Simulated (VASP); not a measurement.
# C: electric field gradients with LDA

C:

```
CELL_PARAMETERS angstrom
0.00000 1.76557 1.78340
1.76557 0.00000 1.78340
1.76557 1.76557 0.00000
ATOMIC_POSITIONS crystal
C 0.50000 0.50000 0.50000
C 0.75000 0.75000 0.75000
```

This cell differs from its parent crystal: equal xx and yy strain of -1 %.

- Program: VASP 6.6.1
- Task: electric field gradients
- Functional: LDA
- Potentials or basis: VASP PAW LDA potentials, release 64 (C)
- Cutoff: 520 eV
- k mesh: 16 × 16 × 16
- Occupations: fermi-dirac, width 0.03 eV
- Spin: no spin polarisation
- Dipole correction: no
- Further INCAR settings: ALGO = Normal; EDIFF = 1e-08; NBANDS = 11

```yaml
Pressure: -2.8 GPa
Band_gap_on_the_k_mesh: 4.02 eV (least direct gap 5.51 eV)
Largest_electric_field_gradient_by_atom: C +0.4 V/Å²
```

Stress tensor (GPa, compression positive):
```
 0.39  0.00  0.00
 0.00  0.39  0.00
 0.00  0.00 -9.20
```

Levels at points of the mesh, in eV from the valence-band top:
```csv
k point,band 1,band 2,band 3,band 4,band 5,band 6,band 7,band 8,band 9
"(0.00, 0.00, 0.00)",-21.64,-0.16,0.00,0.00,5.51,5.51,5.63,13.96,19.22
"(0.50, 0.00, 0.00)",-15.68,-13.63,-2.98,-2.80,8.33,8.46,9.28,15.54,21.76
"(0.50, 0.50, 0.00)",-12.91,-12.91,-6.36,-6.36,4.86,4.86,16.85,16.85,23.15
"(0.50, 0.00, 0.50)",-12.75,-12.75,-6.51,-6.51,4.62,4.62,16.89,16.89,23.30
```

Electric field gradients, principal values (V/Å²):
```
atom   least  middle  greatest (by size)
 1 C  -0.198  -0.199               0.397
 2 C  -0.198  -0.199               0.397
```

Run time: 67 s on 1 thread of Intel Xeon 8259CL, with other jobs on the host, peak memory 0.14 GiB.

Caveat: the cell differs from its parent crystal (equal xx and yy strain of -1 %); without QUAD_EFG the Cq values of the log hold for a quadrupole moment of 1 mb, not for the nuclei. A k mesh can miss the band edges.
